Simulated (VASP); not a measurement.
Input of a VASP 6.6.1 run:

INCAR

```
PREC = Accurate ; ENCUT = 520
EDIFF = 1E-6 ; ISMEAR = -1
SIGMA = 0.05 ; LREAL = False
LASPH = True ; NELM = 60
ALGO = Normal ; ISIF = 2
LWAVE = False ; LCHARG = True
GGA = PS ; LELF = True
LVHAR = True ; NBANDS = 16
```

The input KPOINTS:

```
regular mesh
0
Gamma
  8 8 8
```

File POSCAR:

```
CdS
1.0
    0.0000000000      2.8072428857      2.8072428857
    2.8072428857      0.0000000000      2.8072428857
    2.8072428857      2.8072428857      0.0000000000
Cd S
1 1
Direct
    0.0000000000      0.0000000000      0.0000000000
    0.5000000000      0.5000000000      0.5000000000
```

Potentials or basis: VASP PAW PBE potentials, release 64 (Cd, S).

Command:

```sh
$ cat potpaw_PBE.64/Cd/POTCAR potpaw_PBE.64/S/POTCAR > POTCAR
$ mpirun -np 1 vasp_std > vasp.out
```

Question: Predict the pressure.

Answer: -7.2 GPa.

Caveat: the PAW data sets were made with another functional, which shifts forces and pressure a little.
